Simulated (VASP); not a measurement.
# SnO2 (Pm) in VASP: notebook

Runs on SnO2. Level: LDA. Tasks: single point.

Everything below comes from runs of VASP 6.6.1. Logs are shortened: lines on timing, memory, paths and dates and some standing lists are left out, and cuts for length are marked.

**1. The cell of the first run**

Symmetry: Pm, No. 6, monoclinic system. Conventional cell: a = 4.721 Å, b = 3.190 Å, c = 4.724 Å, α = 90.00°, β = 90.00°, γ = 90.00°. Within 2.6 Å of Sn (site symmetry m) lie 6 O at 1.98 to 2.11 Å. Sn (site symmetry m) has 6 O at 2.04 to 2.05 Å within 2.7 Å. O (site symmetry m) has 3 Sn at 2.04 to 2.10 Å and 1 O at 2.59 Å within 2.7 Å. Within 2.7 Å of O (site symmetry m) lie 3 Sn at 2.05 to 2.11 Å and 1 O at 2.59 Å. O (site symmetry m) has 3 Sn at 1.98 to 2.05 Å and 1 O at 2.59 Å within 2.6 Å. O (site symmetry m) has 3 Sn at 2.02 to 2.04 Å and 1 O at 2.59 Å within 2.7 Å.

**2. Single point, LDA (atom 1 (Sn) moved +0.087 Å along Cartesian [0 1 0])**

File INCAR:

```
SYSTEM = SnO2
ALGO = Normal
EDIFF = 1E-6
ENCUT = 520
ISIF = 2
ISMEAR = 0
LASPH = .TRUE.
LCHARG = .FALSE.
LREAL = .FALSE.
LWAVE = .FALSE.
NBANDS = 35
NELM = 80
PREC = Accurate
SIGMA = 0.05
```

File KPOINTS:

```
k-points
0
G
  6 6 8
  0 0 0
```

File POSCAR:

```
SnO2
1.0
    4.7212714757      0.0000000000      0.0000000000
    0.0000000000      4.7242464866      0.0000000000
    0.0000000000      0.0000000000      3.1900194031
Sn O
2 4
Direct
    0.5000000000      0.5185214722      0.5000000000
    0.0000000000      0.0000000000      0.0000000000
    0.3055669669      0.3065721211      0.0000000000
    0.8055669669      0.1934278789      0.5000000000
    0.1944330331      0.8065721211      0.5000000000
    0.6944330331      0.6934278789      0.0000000000
```

Potentials or basis: VASP PAW LDA potentials, release 64 (Sn_d, O).

On the command line:

```
> cat potpaw_LDA.64/Sn_d/POTCAR potpaw_LDA.64/O/POTCAR > POTCAR
> mpirun -np 1 vasp_std > vasp.out
```

OUTCAR:

```text
SYSTEM = SnO2
   EDIFF = 1E-6
   ENCUT = 520
   ISIF = 2
   ISMEAR = 0
   LASPH = .TRUE.
   LREAL = .FALSE.
   NELM = 80
   PREC = Accurate

 ion  position               nearest neighbor table
   1  0.500  0.519  0.500-   5 1.98   6 2.02   6 2.02   3 2.10   3 2.10   4 2.11   2 3.65   2 3.65
                             2 3.65   2 3.65   2 3.76   2 3.76   2 3.76   2 3.76
   2  0.000  0.000  0.000-   3 2.04   6 2.04   5 2.05   4 2.05   4 2.05   5 2.05   1 3.65   1 3.65
                             1 3.65   1 3.65   1 3.76   1 3.76   1 3.76   1 3.76
   3  0.306  0.307  0.000-   2 2.04   1 2.10   1 2.10
   4  0.806  0.193  0.500-   2 2.05   2 2.05   1 2.11
   5  0.194  0.807  0.500-   1 1.98   2 2.05   2 2.05
   6  0.694  0.693  0.000-   1 2.02   1 2.02   2 2.04

  LATTYP: Found a simple orthorhombic cell.
 ALAT       =     3.1900194031
 B/A-ratio  =     1.4800134040
 C/A-ratio  =     1.4809460037

  Lattice vectors:

 A1 = (   0.0000000000,   0.0000000000,   3.1900194031)
 A2 = (   4.7212714757,   0.0000000000,   0.0000000000)
 A3 = (   0.0000000000,   4.7242464866,   0.0000000000)

Analysis of symmetry for initial positions (statically):
=====================================================================
 Subroutine PRICEL returns:
 Original cell was already a primitive cell.

 Routine SETGRP: Setting up the symmetry group for a
 simple orthorhombic supercell.

 Subroutine GETGRP returns: Found  2 space group operations
 (whereof  2 operations were pure point group operations)
 out of a pool of  8 trial point group operations.

The static configuration has the point symmetry C_1h.

Analysis of symmetry for dynamics (positions and initial velocities):
=====================================================================
 Subroutine PRICEL returns:
 Original cell was already a primitive cell.

 Routine SETGRP: Setting up the symmetry group for a
 simple orthorhombic supercell.

 Subroutine GETGRP returns: Found  2 space group operations
 (whereof  2 operations were pure point group operations)
 out of a pool of  8 trial point group operations.

The dynamic configuration has the point symmetry C_1h.

 Subroutine INISYM returns: Found  2 space group operations
 (whereof  2 operations are pure point group operations),
 and found     1 'primitive' translations

----------------------------------------------------------------------------------------

                                     Primitive cell

[... 102 lines left out ...]
   IBRION =     -1    ionic relax: 0-MD 1-quasi-New 2-CG
   NFREE  =      0    steps in history (QN), initial steepest desc. (CG)
   ISIF   =      2    stress and relaxation
   ISYM   =      2    0-nonsym 1-usesym 2-fastsym
   POTIM  = 0.5000    time-step for ionic-motion
   TEBEG  =    0.0;   TEEND  =   0.0 temperature during run
   PSTRESS=    0.0 pullay stress
   NELECT =      52.0000    total number of electrons
   NUPDOWN=      -1.0000    fix difference up-down
   EMIN   =  10.00;   EMAX   =-10.00  energy-range for DOS
   EFERMI =   0.00;   METHOD = LEGACY
   ISMEAR =     0;   SIGMA  =   0.05  broadening in eV -4-tet -1-fermi 0-gaus
   EFERMI_NEDOS =   21; number of points for ismear=-14 and -15
   IALGO  =     38    algorithm
   IMIX   =      4    mixing-type and parameters
     AMIX     =   0.40;   BMIX     =  1.00
     AMIX_MAG =   1.60;   BMIX_MAG =  1.00
  volume/ion in A,a.u.               =      11.86        80.03
  Fermi-wavevector in a.u.,A,eV,Ry     =   1.474623  2.786633 29.586044  2.174513
  Thomas-Fermi vector in A             =   2.589372
   LORBIT       =      0    0 simple, 1 ext, 2 COOP (PROOUT), +10 PAW based schemes
   GGA     = CA    functional components
   LHFCALC =     F    Hartree Fock is set to
   AEXX    =    0.0000 exact exchange contribution
   IVDW    =     0    specifies the selected vdW correction
   LEPSILON=     F    determine dielectric tensor
   LRPA    =     F    only Hartree local field effects (RPA)
 non-spin polarized calculation
 Gauss-broadening in eV      SIGMA  =   0.05
  energy-cutoff  :      520.00
  volume of cell :       71.15
 maximum number of plane-waves:      1944
 NGX is ok and might be reduce to    36
   NGX = 17   NGY = 17   NGZ = 11

 number of electron      51.9999991 magnetization

 Free energy of the ion-electron system (eV)
  ---------------------------------------------------
  ext. energy  EPLUGINS =         0.00000000
  ---------------------------------------------------
  free energy    TOTEN  =       -42.18560810 eV

  energy without entropy =      -42.18560810  energy(sigma->0) =      -42.18560810

 E-fermi :   6.2605     XC(G=0): -11.8305

 val. band max:        6.0045126521   @ k =   0.0000   0.0000   0.0000
 cond. band min:       7.1210446254   @ k =   0.0000   0.0000   0.0000
 fundamental gap:      1.1165319733
 Fermi energy:         6.2604743078

 k-point     1 :       0.0000    0.0000    0.0000
  band No.  band energies     occupation
      1     -15.1197      2.00000
      2     -14.3263      2.00000
      3     -14.0432      2.00000
      4     -14.0293      2.00000
      5     -14.0128      2.00000
      6     -13.9539      2.00000
[... 901 lines left out ...]
     34      18.1843      0.00000
     35      18.4072      0.00000

 [... further k-points ...]

------------------------ aborting loop because EDIFF is reached ----------------------------------------

  FORCE on cell =-STRESS in cart. coord.  units (eV):
  Direction    XX          YY          ZZ          XY          YZ          ZX
  --------------------------------------------------------------------------------------
  -------------------------------------------------------------------------------------
  Total        0.8214558      0.4069250      0.8798417     -0.2319302      0.0000000      0.0000000
  in kB       18.4973680      9.1630502     19.8120891     -5.2225559      0.0000000      0.0000000
  external PRESSURE =      15.8241691 kB  Pullay stress =       0.0000000 kB

 VOLUME and BASIS-vectors are now :
 -----------------------------------------------------------------------------
  energy-cutoff  :      520.00
  volume of cell :       71.15
      direct lattice vectors                 reciprocal lattice vectors
     4.721271476  0.000000000  0.000000000     0.211807350  0.000000000  0.000000000
     0.000000000  4.724246487  0.000000000     0.000000000  0.211673968  0.000000000
     0.000000000  0.000000000  3.190019403     0.000000000  0.000000000  0.313477717

 POSITION                                       TOTAL-FORCE (eV/Angst)
 -----------------------------------------------------------------------------------
      2.36064      2.44962      1.59501         0.006368     -2.150944      0.000000
      0.00000      0.00000      0.00000        -0.001198      0.807959      0.000000
      1.44266      1.44832      0.00000         0.299114      0.384365      0.000000
      3.80330      0.91380      1.59501        -0.280164      0.206817      0.000000
      0.91797      3.81045      1.59501        -0.419187      0.325618      0.000000
      3.27861      3.27592      0.00000         0.395068      0.426185      0.000000
 -----------------------------------------------------------------------------------
    total drift:                               -0.000062     -0.000413     -0.000000

  FREE ENERGIE OF THE ION-ELECTRON SYSTEM (eV)
  ---------------------------------------------------
  free  energy   TOTEN  =       -42.1856081012 eV

  energy  without entropy=      -42.1856081012  energy(sigma->0) =      -42.18560810
```

OSZICAR:

```text
N       E                     dE             d eps       ncg     rms          rms(c)
DAV:   1     0.636023446812E+03    0.63602E+03   -0.25603E+04  7770   0.234E+03
DAV:   2     0.543714050230E+02   -0.58165E+03   -0.54757E+03  7523   0.617E+02
DAV:   3    -0.431524120026E+02   -0.97524E+02   -0.95883E+02  7605   0.210E+02
DAV:   4    -0.482554222272E+02   -0.51030E+01   -0.50636E+01  8934   0.517E+01
DAV:   5    -0.483894384020E+02   -0.13402E+00   -0.13382E+00  8671   0.890E+00    0.159E+01
DAV:   6    -0.422550085065E+02    0.61344E+01   -0.16960E+01 11276   0.653E+01    0.643E+00
DAV:   7    -0.422806433480E+02   -0.25635E-01   -0.19938E+00  8200   0.799E+00    0.321E+00
DAV:   8    -0.421998934034E+02    0.80750E-01   -0.21054E-01 10775   0.426E+00    0.730E-01
DAV:   9    -0.421853902208E+02    0.14503E-01   -0.30129E-02 11302   0.297E+00    0.118E-01
DAV:  10    -0.421856067991E+02   -0.21658E-03   -0.32938E-03  7875   0.382E-01    0.743E-02
DAV:  11    -0.421856071759E+02   -0.37679E-06   -0.14574E-04  9939   0.871E-02    0.170E-02
DAV:  12    -0.421856081012E+02   -0.92527E-06   -0.91243E-06  8262   0.231E-02
   1 F= -.42185608E+02 E0= -.42185608E+02  d E =-.407046E-15
```

It took 1.8 min on 1 thread of Intel Xeon Platinum 8488C (Sapphire Rapids), shared host; peak memory 0.29 GiB.

What came out:

```
Free energy            : -42.1856 eV
Pressure               : 1.6 GPa
Largest force          : 2.151 eV/Å
Band gap on the k mesh : 1.12 eV
```

Forces in eV/Å, atoms in the order of the input:
```
Sn   0.006 -2.151  0.000
Sn  -0.001  0.808  0.000
O    0.299  0.384  0.000
O   -0.280  0.207  0.000
O   -0.419  0.326  0.000
O    0.395  0.426  0.000
```

Stress tensor (GPa, compression positive):
```
 1.85 -0.52  0.00
-0.52  0.92  0.00
 0.00  0.00  1.98
```

Caveat: the cell differs from its parent crystal (atom 1 (Sn) moved +0.087 Å along Cartesian [0 1 0]); spin-orbit coupling is left out, which moves the levels of the heavy elements; forces of over 1 eV/Å act on the atoms, so gaps and moduli don't describe the material at rest.

**3. Single point, LDA (atom 1 (Sn) moved +0.062 Å along Cartesian [0 1 0])**

File INCAR:

```
ALGO = Normal ; EDIFF = 1E-6
ENCUT = 520 ; GGA = CA
ISIF = 2 ; ISMEAR = 0
LASPH = T ; LCHARG = F
LREAL = F ; LWAVE = F
NBANDS = 35 ; NELM = 80
PREC = Accurate ; SIGMA = 0.05
```

File KPOINTS:

```
k-points
0
Gamma
  6 6 8
```

POSCAR, as its differences from that of step 2:

```diff
@@ -8,3 +8,3 @@
 Direct
-    0.5000000000      0.5185214722      0.5000000000
+    0.5000000000      0.5132296230      0.5000000000
     0.0000000000      0.0000000000      0.0000000000
```

Potentials or basis: VASP PAW LDA potentials, release 64 (Sn_d, O).

On the command line:

```
> cat potpaw_LDA.64/Sn_d/POTCAR potpaw_LDA.64/O/POTCAR > POTCAR
> mpirun -np 1 vasp_std > vasp.out
```

It took 1.7 min on 1 thread of Intel Xeon Platinum 8488C (Sapphire Rapids), shared host; peak memory 0.29 GiB.

It converged, with:

```
Free energy            : -42.2317 eV
Pressure               : 1.3 GPa
Largest force          : 1.539 eV/Å
Band gap on the k mesh : 1.15 eV
```

Forces in eV/Å, atoms in the order of the input:
```
Sn  -0.002 -1.539  0.000
Sn  -0.001  0.578  0.000
O    0.217  0.272  0.000
O   -0.218  0.167  0.000
O   -0.275  0.212  0.000
O    0.280  0.310  0.000
```

Stress tensor (GPa, compression positive):
```
 1.40 -0.27  0.00
-0.27  0.92  0.00
 0.00  0.00  1.72
```

Levels at points of the mesh, in eV from the valence-band top:
```csv
k point,band 23,band 24,band 25,band 26,band 27,band 28,band 29,band 30
"(0.00, 0.00, 0.00)",-1.25,-0.88,-0.84,0.00,1.15,5.81,6.04,6.15
"(0.50, 0.00, 0.00)",-1.28,-1.22,-0.71,-0.65,4.29,4.32,6.78,6.79
"(0.00, 0.50, 0.00)",-1.38,-1.13,-0.89,-0.49,4.29,4.34,6.75,6.86
"(0.50, 0.50, 0.00)",-1.39,-1.35,-0.94,-0.93,4.70,4.70,7.28,7.29
"(0.00, 0.00, 0.50)",-1.85,-1.82,-1.28,-1.25,6.03,6.03,9.45,9.49
"(0.50, 0.00, 0.50)",-1.21,-1.20,-0.71,-0.70,6.31,6.31,7.87,7.87
"(0.00, 0.50, 0.50)",-1.16,-1.15,-0.75,-0.74,6.31,6.31,7.86,7.86
"(0.50, 0.50, 0.50)",-1.16,-1.10,-0.81,-0.76,4.69,4.69,8.60,8.60
```

Caveat: the cell differs from its parent crystal (atom 1 (Sn) moved +0.062 Å along Cartesian [0 1 0]); spin-orbit coupling is left out, which moves the levels of the heavy elements; forces of over 1 eV/Å act on the atoms, so gaps and moduli don't describe the material at rest.
